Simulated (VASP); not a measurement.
# Si8HC in VASP: a series of runs

The runs below take Si8HC through relaxation of the atoms, single point, with LDA.

All numbers are computed with VASP 6.6.1; they aren't measurements. Logs are shortened: lines on timing, memory, paths and dates and some standing lists are left out, and cuts for length are marked.

**1. The cell of the first run**

The cell holds a slab with vacuum, 10 atoms: a = 3.802 Å, b = 6.289 Å, c = 20.796 Å, α = 90.00°, β = 90.00°, γ = 90.00°.

**2. Relaxation of the atoms, LDA, collinear spin**

INCAR reads:

```
  ALGO = Normal
  DIPOL = 0.5 0.5 0.334
  EDIFF = 1E-7
  EDIFFG = -0.025
  ENCUT = 520
  GGA = CA
  GGA_COMPAT = False
  IBRION = 2
  IDIPOL = 3
  ISIF = 2
  ISMEAR = 0
  ISPIN = 2
  KPAR = 4
  LASPH = True
  LCHARG = False
  LDIPOL = True
  LORBIT = 11
  LREAL = False
  LWAVE = False
  MAGMOM = 0 0 0 0 0 0 0 0 1 0
  NELM = 200
  NELMDL = -8
  NELMIN = 4
  NSW = 36
  PREC = Accurate
  SIGMA = 0.05
```

KPOINTS reads:

```
k-points
0
Gamma
  7 4 1
```

POSCAR reads:

```
Si8HC
1.0
    3.8016851341      0.0000000000      0.0000000000
    0.0000000000      6.2886938855      0.0000000000
    0.0000000000      0.0000000000     20.7958973402
Si C H
8 1 1
Selective dynamics
Direct
    0.0000000000      0.9369639535      0.1923456312  F F F
    0.0000000000      0.5630360465      0.1923456312  F F F
    0.5000000000      0.4369639535      0.2451181540  F F F
    0.5000000000      0.0630360465      0.2451181540  F F F
    0.5000000000      0.9330298456      0.3512004366  F F F
    0.5000000000      0.5669701544      0.3512004366  F F F
    0.0000000000      0.4261576321      0.3941112618  F F F
    0.0000000000      0.0738423679      0.3941112618  F F F
    0.0000000000      1.2594909654      0.4615667271  F F T
    0.0000000000      1.2594909654      0.5144617756  F F T
```

Potentials or basis: VASP PAW LDA potentials, release 64 (Si, C, H).

Started as:

```console
$ cat potpaw_LDA.64/Si/POTCAR potpaw_LDA.64/C/POTCAR potpaw_LDA.64/H/POTCAR > POTCAR
$ mpirun -np 4 vasp_std > vasp.out
```

OUTCAR:

```text
EDIFF = 1E-7
   EDIFFG = -0.025
   ENCUT = 520
   GGA = CA
   IBRION = 2
   ISIF = 2
   ISMEAR = 0
   ISPIN = 2
   LASPH = True
   LORBIT = 11
   LREAL = False
   NELM = 200
   NELMDL = -8
   NELMIN = 4
   NSW = 36
   PREC = Accurate

 ion  position               nearest neighbor table
   1  0.000  0.937  0.192-   4 2.33   4 2.33   2 2.35
   2  0.000  0.563  0.192-   3 2.33   3 2.33   1 2.35
   3  0.500  0.437  0.245-   2 2.33   2 2.33   4 2.35   6 2.35
   4  0.500  0.063  0.245-   1 2.33   1 2.33   3 2.35   5 2.35
   5  0.500  0.933  0.351-   8 2.28   8 2.28   6 2.30   4 2.35
   6  0.500  0.567  0.351-   7 2.28   7 2.28   5 2.30   3 2.35
   7  0.000  0.426  0.394-   9 1.75   8 2.22   6 2.28   6 2.28
   8  0.000  0.074  0.394-   9 1.83   7 2.22   5 2.28   5 2.28
   9  0.000  0.259  0.462-  10 1.10   7 1.75   8 1.83
  10  0.000  0.259  0.514-   9 1.10

  LATTYP: Found a simple orthorhombic cell.
 ALAT       =     3.8016851341
 B/A-ratio  =     1.6541858843
 C/A-ratio  =     5.4701787777

  Lattice vectors:

 A1 = (   3.8016851341,   0.0000000000,   0.0000000000)
 A2 = (   0.0000000000,   6.2886938855,   0.0000000000)
 A3 = (   0.0000000000,   0.0000000000,  20.7958973402)

Analysis of symmetry for initial positions (statically):
=====================================================================
 Subroutine PRICEL returns:
 Original cell was already a primitive cell.

 Routine SETGRP: Setting up the symmetry group for a
 simple orthorhombic supercell.

 Subroutine GETGRP returns: Found  2 space group operations
 (whereof  2 operations were pure point group operations)
 out of a pool of  8 trial point group operations.

The static configuration has the point symmetry C_1h.

Analysis of symmetry for dynamics (positions and initial velocities):
=====================================================================
 Subroutine PRICEL returns:
 Original cell was already a primitive cell.

 Routine SETGRP: Setting up the symmetry group for a
 simple orthorhombic supercell.

 Subroutine GETGRP returns: Found  2 space group operations
 (whereof  2 operations were pure point group operations)
 out of a pool of  8 trial point group operations.

The dynamic configuration has the point symmetry C_1h.

Analysis of constrained symmetry for selective dynamics:
=====================================================================
 Subroutine PRICEL returns:
 Original cell was already a primitive cell.

 Routine SETGRP: Setting up the symmetry group for a
 simple orthorhombic supercell.

 Subroutine GETGRP returns: Found  2 space group operations
 (whereof  2 operations were pure point group operations)
 out of a pool of  8 trial point group operations.

The constrained configuration has the point symmetry C_1h.

Analysis of structural, dynamic, and magnetic symmetry:
=====================================================================
 Subroutine PRICEL returns:
 Original cell was already a primitive cell.

 Routine SETGRP: Setting up the symmetry group for a
 simple orthorhombic supercell.

 Subroutine GETGRP returns: Found  2 space group operations
 (whereof  2 operations were pure point group operations)
 out of a pool of  8 trial point group operations.

The overall configuration has the point symmetry C_1h.

 Subroutine INISYM returns: Found  2 space group operations
 (whereof  2 operations are pure point group operations),
 and found     1 'primitive' translations

----------------------------------------------------------------------------------------

                                     Primitive cell

  volume of cell :     497.1807

  direct lattice vectors                    reciprocal lattice vectors
     3.801685134  0.000000000  0.000000000     0.263041247  0.000000000  0.000000000
     0.000000000  6.288693885  0.000000000     0.000000000  0.159015531  0.000000000
     0.000000000  0.000000000 20.795897340     0.000000000  0.000000000  0.048086408

  length of vectors
     3.801685134  6.288693885 20.795897340     0.263041247  0.159015531  0.048086408

  position of ions in fractional coordinates (direct lattice)
     0.000000000  0.936963953  0.192345631
     0.000000000  0.563036047  0.192345631
     0.500000000  0.436963953  0.245118154
     0.500000000  0.063036047  0.245118154
     0.500000000  0.933029846  0.351200437
     0.500000000  0.566970154  0.351200437
     0.000000000  0.426157632  0.394111262
     0.000000000  0.073842368  0.394111262
     0.000000000  0.259490965  0.461566727
[... 41 lines left out ...]
 Following reciprocal coordinates:
            Coordinates               Weight
  0.000000  0.000000  0.000000      1.000000
  0.142857  0.000000  0.000000      2.000000
  0.285714  0.000000  0.000000      2.000000
  0.428571  0.000000  0.000000      2.000000
  0.000000  0.250000  0.000000      2.000000
  0.142857  0.250000  0.000000      4.000000
  0.285714  0.250000  0.000000      4.000000
  0.428571  0.250000  0.000000      4.000000
  0.000000  0.500000  0.000000      1.000000
  0.142857  0.500000  0.000000      2.000000
  0.285714  0.500000  0.000000      2.000000
  0.428571  0.500000  0.000000      2.000000
   k-points           NKPTS =     12   k-points in BZ     NKDIM =     12   number of bands    NBANDS=     25
   number of dos      NEDOS =    301   number of ions     NIONS =     10
   total plane-waves  NPLWV = 215040
   dimension x,y,z NGX =    28 NGY =   48 NGZ =  160
   dimension x,y,z NGXF=    56 NGYF=   96 NGZF=  320
   ions per type =               8   1   1
   NGX,Y,Z   is equivalent  to a cutoff of  12.24, 12.69, 12.79 a.u.
   NGXF,Y,Z  is equivalent  to a cutoff of  24.49, 25.38, 25.58 a.u.
 SYSTEM =  unknown system
   PREC   = accura    normal or accurate (medium, high low for compatibility)
   ISTART =      0    job   : 0-new  1-cont  2-samecut
   ICHARG =      2    charge: 1-file 2-atom 10-const
   ISPIN  =      2    spin polarized calculation?
   LNONCOLLINEAR =      F non collinear calculations
   LSORBIT =      F    spin-orbit coupling
   LASPH  =      T    aspherical Exc in radial PAW
   ENCUT  =  520.0 eV  38.22 Ry    6.18 a.u.   7.07 11.69 38.67*2*pi/ulx,y,z
   NELM   =    200;   NELMIN=  4; NELMDL= -8     # of ELM steps
   EDIFF  = 0.1E-06   stopping-criterion for ELM
   LREAL  =      F    real-space projection
   EDIFFG = -.3E-01   stopping-criterion for IOM
   NSW    =     36    number of steps for IOM
   IBRION =      2    ionic relax: 0-MD 1-quasi-New 2-CG
   NFREE  =      1    steps in history (QN), initial steepest desc. (CG)
   ISIF   =      2    stress and relaxation
   ISYM   =      2    0-nonsym 1-usesym 2-fastsym
   POTIM  = 0.5000    time-step for ionic-motion
   TEBEG  =    0.0;   TEEND  =   0.0 temperature during run
   PSTRESS=    0.0 pullay stress
   NELECT =      37.0000    total number of electrons
   NUPDOWN=      -1.0000    fix difference up-down
   EMIN   =  10.00;   EMAX   =-10.00  energy-range for DOS
   EFERMI =   0.00;   METHOD = LEGACY
   ISMEAR =     0;   SIGMA  =   0.05  broadening in eV -4-tet -1-fermi 0-gaus
   EFERMI_NEDOS =   21; number of points for ismear=-14 and -15
   IALGO  =     38    algorithm
   IMIX   =      4    mixing-type and parameters
     AMIX     =   0.40;   BMIX     =  1.00
     AMIX_MAG =   1.60;   BMIX_MAG =  1.00
  volume/ion in A,a.u.               =      49.72       335.51
  Fermi-wavevector in a.u.,A,eV,Ry     =   0.688606  1.301276  6.451582  0.474178
  Thomas-Fermi vector in A             =   1.769454
   LORBIT       =     11    0 simple, 1 ext, 2 COOP (PROOUT), +10 PAW based schemes
   GGA     = CA    functional components
   LHFCALC =     F    Hartree Fock is set to
   AEXX    =    0.0000 exact exchange contribution
   IVDW    =     0    specifies the selected vdW correction
   LEPSILON=     F    determine dielectric tensor
   LRPA    =     F    only Hartree local field effects (RPA)
 conjugate gradient relaxation of ions
 spin polarized calculation
 Gauss-broadening in eV      SIGMA  =   0.05
  energy-cutoff  :      520.00
  volume of cell :      497.18
 maximum number of plane-waves:     13430
   NGX = 15   NGY = 23   NGZ = 77

 dipolmoment           0.000000      0.000000      0.011666 electrons x Angstroem

--------------------------------------- Ionic step        1  -------------------------------------------

 number of electron      37.0000001 magnetization       0.0001942

 Free energy of the ion-electron system (eV)
  ---------------------------------------------------
  ext. energy  EPLUGINS =         0.00000000
  ---------------------------------------------------
  free energy    TOTEN  =       -55.57936723 eV

  energy without entropy =      -55.57102448  energy(sigma->0) =      -55.57519586

------------------------ aborting loop because EDIFF is reached ----------------------------------------

  FORCE on cell =-STRESS in cart. coord.  units (eV):
  Direction    XX          YY          ZZ          XY          YZ          ZX
  --------------------------------------------------------------------------------------
  -------------------------------------------------------------------------------------
  Total        1.3000911      2.3270631     -0.5496638      0.0000000     -1.3512332      0.0000000
  in kB        4.1895763      7.4990193     -1.7713056      0.0000000     -4.3543830      0.0000000
  external PRESSURE =       3.3057633 kB  Pullay stress =       0.0000000 kB
[... 75 lines left out ...]
--------------------------------------- Ionic step        3  -------------------------------------------

 number of electron      37.0000000 magnetization       0.0002018

 dipolmoment           0.000000      0.000000     -0.029053 electrons x Angstroem

 Free energy of the ion-electron system (eV)
  ---------------------------------------------------
  ext. energy  EPLUGINS =         0.00000000
  ---------------------------------------------------
  free energy    TOTEN  =       -55.58154371 eV

  energy without entropy =      -55.57313141  energy(sigma->0) =      -55.57733756

 E-fermi :  -1.4285     XC(G=0):  -4.0351

 val. band max:       -1.4386908519   @ k =   0.4286   0.5000   0.0000
 cond. band min:      -1.4158319710   @ k =   0.2857   0.2500   0.0000
 fundamental gap:      0.0228588809
 Fermi energy:        -1.4284587250

 spin component 1

 k-point     1 :       0.0000    0.0000    0.0000
  band No.  band energies     occupation
      1     -14.2254      1.00000
      2     -12.4866      1.00000
      3     -11.0462      1.00000
      4     -10.6082      1.00000
      5      -9.2533      1.00000
      6      -8.6773      1.00000
[... 325 lines left out ...]
     24       1.1791      0.00000
     25       1.5314      0.00000
 Fermi energy:        -1.4284587250

 spin component 2

 k-point     1 :       0.0000    0.0000    0.0000
  band No.  band energies     occupation
      1     -14.2253      1.00000
      2     -12.4866      1.00000
      3     -11.0462      1.00000
      4     -10.6082      1.00000
      5      -9.2533      1.00000
      6      -8.6773      1.00000
[... 325 lines left out ...]
     24       1.1791      0.00000
     25       1.5315      0.00000

------------------------ aborting loop because EDIFF is reached ----------------------------------------

 vacuum level on the upper side and lower side of the slab       (xc-potential included)        -0.120         0.096

  FORCE on cell =-STRESS in cart. coord.  units (eV):
  Direction    XX          YY          ZZ          XY          YZ          ZX
  --------------------------------------------------------------------------------------
  -------------------------------------------------------------------------------------
  Total        1.2874882      2.2067085     -0.4078137      0.0000000     -1.3216617      0.0000000
  in kB        4.1489633      7.1111738     -1.3141900      0.0000000     -4.2590881      0.0000000
  external PRESSURE =       3.3153157 kB  Pullay stress =       0.0000000 kB
[... 25 lines left out ...]
  FREE ENERGIE OF THE ION-ELECTRON SYSTEM (eV)
  ---------------------------------------------------
  free  energy   TOTEN  =       -55.5815437116 eV

  energy  without entropy=      -55.5731314100  energy(sigma->0) =      -55.57733756

 reached required accuracy - stopping structural energy minimisation

 vacuum level on the upper side and lower side of the slab         3.383         3.608

 total charge

# of ion       s       p       d       tot
------------------------------------------
    1        0.797   0.859   0.000   1.657
    2        0.798   0.859   0.000   1.657
    3        0.770   0.922   0.000   1.692
    4        0.771   0.921   0.000   1.691
    5        0.779   0.958   0.000   1.737
    6        0.781   0.958   0.000   1.739
    7        0.754   1.034   0.000   1.788
    8        0.751   1.007   0.000   1.758
    9        0.851   1.620   0.000   2.471
   10        0.603   0.050   0.000   0.653
--------------------------------------------------
tot          7.655   9.187   0.000  16.841

 magnetization (x)

# of ion       s       p       d       tot
------------------------------------------
    1        0.000   0.000   0.000   0.000
    2        0.000   0.000   0.000   0.000
    3       -0.000   0.000   0.000   0.000
    4       -0.000   0.000   0.000   0.000
    5        0.000   0.000   0.000   0.000
    6        0.000   0.000   0.000   0.000
    7       -0.000  -0.000   0.000  -0.000
    8       -0.000  -0.000   0.000  -0.000
    9        0.000   0.000   0.000   0.000
   10       -0.000   0.000   0.000   0.000
--------------------------------------------------
tot          0.000   0.000   0.000   0.000
```

Run time: 3.6 min. Hardware: 4 MPI ranks of Intel Xeon 6975P-C (Granite Rapids), shared host; peak memory 0.61 GiB.

Results:

```
Free energy                                           : -55.5815 eV
Energy gained by relaxing                             : 0.2 meV/atom
Ionic steps                                           : 3
Net moment                                            : 0.00 μB per cell
Valence electrons inside the program's atomic spheres : Si 1.66, 1.69, 1.74, 1.79, 1.76 (each value once); C 2.47; H 0.65
```

The path:
```csv
step,energy change (eV),largest force on free atoms (eV/Å),pressure (GPa)
1,0.0000,0.4896,0.33
2,0.0165,1.4768,0.35
3,-0.0022,0.0081,0.33
```

Final structure:
```cif
data_structure
_symmetry_space_group_name_H-M 'P 1'
_symmetry_Int_Tables_number 1
_cell_length_a 3.8017
_cell_length_b 6.2887
_cell_length_c 20.7959
_cell_angle_alpha 90.000
_cell_angle_beta 90.000
_cell_angle_gamma 90.000
_cell_volume 497.18
loop_
_atom_site_label
_atom_site_type_symbol
_atom_site_fract_x
_atom_site_fract_y
_atom_site_fract_z
_atom_site_occupancy
Si1 Si 0.00000 0.93696 0.19235 1
Si2 Si 0.00000 0.56304 0.19235 1
Si3 Si 0.50000 0.43696 0.24512 1
Si4 Si 0.50000 0.06304 0.24512 1
Si5 Si 0.50000 0.93303 0.35120 1
Si6 Si 0.50000 0.56697 0.35120 1
Si7 Si 0.00000 0.42616 0.39411 1
Si8 Si 0.00000 0.07384 0.39411 1
C1 C 0.00000 0.25949 0.46186 1
H1 H 0.00000 0.25949 0.51427 1
```

(Part 1 of 2 ends here.)
